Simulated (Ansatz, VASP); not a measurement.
## Two plane-wave programs on TiCo2

Contents of POSCAR:

```
TiCo2
1.0
    0.0000000000      3.3520000000      3.3520000000
    3.3520000000      0.0000000000      3.3520000000
    3.3520000000      3.3520000000      0.0000000000
Ti Co
2 4
Direct
    0.5000000000      0.5000000000      0.5000000000
    0.7500000000      0.7500000000      0.7500000000
    0.1250000000      0.1250000000      0.1250000000
    0.6250000000      0.1250000000      0.1250000000
    0.1250000000      0.1250000000      0.6250000000
    0.1250000000      0.6250000000      0.1250000000
```

INCAR.step1

```
PREC = Accurate
ENCUT = 600
ISMEAR = 0
SIGMA = 0.1
LREAL = False
LASPH = True
NELM = 150
ISPIN = 2
MAGMOM = -0.73 -0.73 1.71 1.71 1.71 1.71
LMAXMIX = 4
GGA = PE
ALGO = Normal
EDIFF = 1E-4
LWAVE = True
LCHARG = False
```

INCAR.step2

```
PREC = Accurate
ENCUT = 600
EDIFF = 1E-6
ISMEAR = 0
SIGMA = 0.1
LREAL = False
LASPH = True
NELM = 150
ALGO = Normal
ISIF = 3
LWAVE = False
LCHARG = False
ISPIN = 2
MAGMOM = -0.73 -0.73 1.71 1.71 1.71 1.71
LORBIT = 11
LMAXMIX = 4
METAGGA = R2SCAN
LMIXTAU = True
IBRION = 2
NSW = 80
EDIFFG = -0.01
ISTART = 1
```

File KPOINTS:

```
Automatic mesh
0
Gamma
  1 1 1
```

Input for Ansatz:

```yaml
crystal:
  lattice:
    - [0.0, 3.352, 3.352]
    - [3.352, 0.0, 3.352]
    - [3.352, 3.352, 0.0]
  atoms:
    - { symbol: Ti, position: [0.5, 0.5, 0.5], spin: -0.73 }
    - { symbol: Ti, position: [0.75, 0.75, 0.75], spin: -0.73 }
    - { symbol: Co, position: [0.125, 0.125, 0.125], spin: 1.71 }
    - { symbol: Co, position: [0.625, 0.125, 0.125], spin: 1.71 }
    - { symbol: Co, position: [0.125, 0.125, 0.625], spin: 1.71 }
    - { symbol: Co, position: [0.125, 0.625, 0.125], spin: 1.71 }
basis:
  ecutwfc: 500
kpoints:
  mp_grid: { grid: [1, 1, 1] }
hamiltonian:
  xc: r2scan
scf:
  occupations: { method: gaussian, width: 0.1 }
output:
  forces: true
  stress: true
  eigenvalues: true
  populations: true
magnetization:
  spin_polarized: true
relax:
  adjacent_minimum: "off"
  f_tol: 0.01
  max_steps: 60
  cell: { stress_tol: 0.05 }
```

Alike in both runs: task relaxation of cell and atoms; functional r2SCAN; k mesh 1 × 1 × 1; occupations gaussian, width 0.1 eV; collinear spin.

|  | VASP | Ansatz |
| --- | --- | --- |
| version | VASP 6.6.1 | Ansatz 0.2.0 |
| potentials or method | VASP PAW PBE potentials, release 64 (Ti_sv, Co), cutoff 600 eV | scalar-relativistic, plane waves, PAW |
| valence electrons in the cell | 60 | 92 |

|  | VASP | Ansatz | Ansatz less VASP |
| --- | --- | --- | --- |
| gap on the k mesh at the Fermi level, each at its own relaxed structure (eV) | 0.74 | 0.30 | -0.431 |
| net moment per atom (μB) | 0.67 | 1.32 | +0.651 |
| size of the moment on the site where the two differ most (μB) | 0.33 | 2.16 | +1.823 |
| relaxed volume (Å³/atom) | 12.23 | 12.76 | +0.526 |
| relaxed length of the cell vector where the two differ most in proportion (Å) | 4.700 | 4.766 | +0.0664 |

The net moments are unlike, so the other rows may belong to different states. VASP's potentials were made for PBE, not for r2SCAN. Site moments also hang on the region over which each program counts them. VASP's potentials hold 60 valence electrons a cell and Ansatz's 92, so a difference there can come from the potentials and not from the codes.

The k mesh is coarse, so the values compare programs but aren't converged.
